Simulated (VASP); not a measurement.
Here is a VASP 6.6.1 calculation.

File INCAR:

```
PREC = Accurate
ENCUT = 520
EDIFF = 1E-6
ISMEAR = 1
SIGMA = 0.02
LREAL = F
LASPH = T
NELM = 80
ALGO = Normal
ISIF = 2
LWAVE = F
LCHARG = T
GGA = PS
LELF = T
LVHAR = T
NBANDS = 25
```

File KPOINTS:

```
regular mesh
0
Gamma
  7 7 7
```

Contents of POSCAR:

```
CO2
1.0
   -1.9878080632      1.9878080632      3.0340212440
    1.9878080632     -1.9878080632      3.0340212440
    1.9878080632      1.9878080632     -3.0340212440
C O
2 4
Direct
    0.7500000000      0.2500000000      0.5000000000
    0.0000000000      0.0000000000      0.0000000000
    0.7098000000      0.1250000000      0.0848000000
    0.0402000000      0.6250000000      0.9152000000
    0.3750000000      0.2902000000      0.4152000000
    0.8750000000      0.9598000000      0.5848000000
```

Potentials or basis: VASP PAW PBE potentials, release 64 (C, O).

Run with:

```sh
$ cat potpaw_PBE.64/C/POTCAR potpaw_PBE.64/O/POTCAR > POTCAR
$ mpirun -np 1 vasp_std > vasp.out
```

**Question.** Estimate the largest force.

**Answer.** 0.384 eV/Å.

**Question.** What does it give for the band gap on the k mesh?

**Answer.** 7.45 eV, indirect (least direct gap 7.90 eV).

**Question.** Predict the pressure.

**Answer.** -9.7 GPa.

Stress tensor (GPa, compression positive):
```
 -9.26   0.00   0.00
  0.00  -9.26   0.00
  0.00   0.00 -10.60
```

Caveat: the PAW data sets were made with another functional, which shifts forces and pressure a little. A k mesh can miss the band edges.
